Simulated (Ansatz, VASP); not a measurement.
# One calculation of SrTiO3, two programs

```xyz
5
Lattice="3.9127 0.0000 0.0000 0.0000 3.9127 0.0000 0.0000 0.0000 3.9127" Properties=species:S:1:pos:R:3 pbc="T T T"
Sr    0.0000    0.0000    0.0000
Ti    1.9564    1.9564    1.9564
O     1.9564    0.0000    1.9564
O     1.9564    1.9564    0.0000
O     0.0000    1.9564    1.9564
```

Alike in both runs: task single point; functional PBEsol; k mesh 6 × 6 × 6; occupations gaussian, width 0.1 eV; no spin polarisation.

```csv
,VASP,Ansatz
version,VASP 6.6.1,Ansatz 0.2.0
potentials or method,"VASP PAW PBE potentials, release 64 (Sr_sv, Ti_sv, O), cutoff 520 eV","scalar-relativistic, plane waves, PAW"
valence electrons in the cell,40,40
```

```csv
,VASP,Ansatz,Ansatz less VASP
gap on the k mesh at the Fermi level (eV),1.79,1.82,+0.031
least direct gap on the mesh (eV),2.15,2.17,+0.020
pressure (GPa),-2.3,-3.0,-0.64
```

VASP's potentials were made for PBE, not for PBEsol. The functional is the same, so the differences come from potentials, cutoffs and numerics.
